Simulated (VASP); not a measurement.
Here is a VASP 6.6.1 calculation.

Contents of INCAR:

```
PREC = Accurate ; ENCUT = 520
EDIFF = 1E-6 ; ISMEAR = -1
SIGMA = 0.08 ; LREAL = False
LASPH = True ; NELM = 80
ALGO = Normal ; ISIF = 2
LWAVE = False ; LCHARG = False
GGA = PS ; NBANDS = 18
```

KPOINTS

```
regular mesh
0
Gamma
  16 16 8
```

The input POSCAR:

```
Ag
1.0
    2.8657138454      0.0000000000      0.0000000000
   -1.4328569227      2.4817809901      0.0000000000
    0.0000000000      0.0000000000      4.6966158744
Ag
2
Direct
    0.3333333333      0.6666666667      0.2500000000
    0.6666666667      0.3333333333      0.7500000000
```

Potentials or basis: VASP PAW PBE potentials, release 64 (Ag).

Command:

```console
$ cat potpaw_PBE.64/Ag/POTCAR > POTCAR
$ mpirun -np 1 vasp_std > vasp.out
```

Problem. What does it give for the band gap on the k mesh?

Solution. Zero (band 11 reaches 12.20 eV, above the bottom of band 12 at 5.12 eV).

Problem. Estimate the pressure.

Solution. -0.2 GPa.

Caveat: the PAW data sets were made with another functional, which shifts forces and pressure a little.
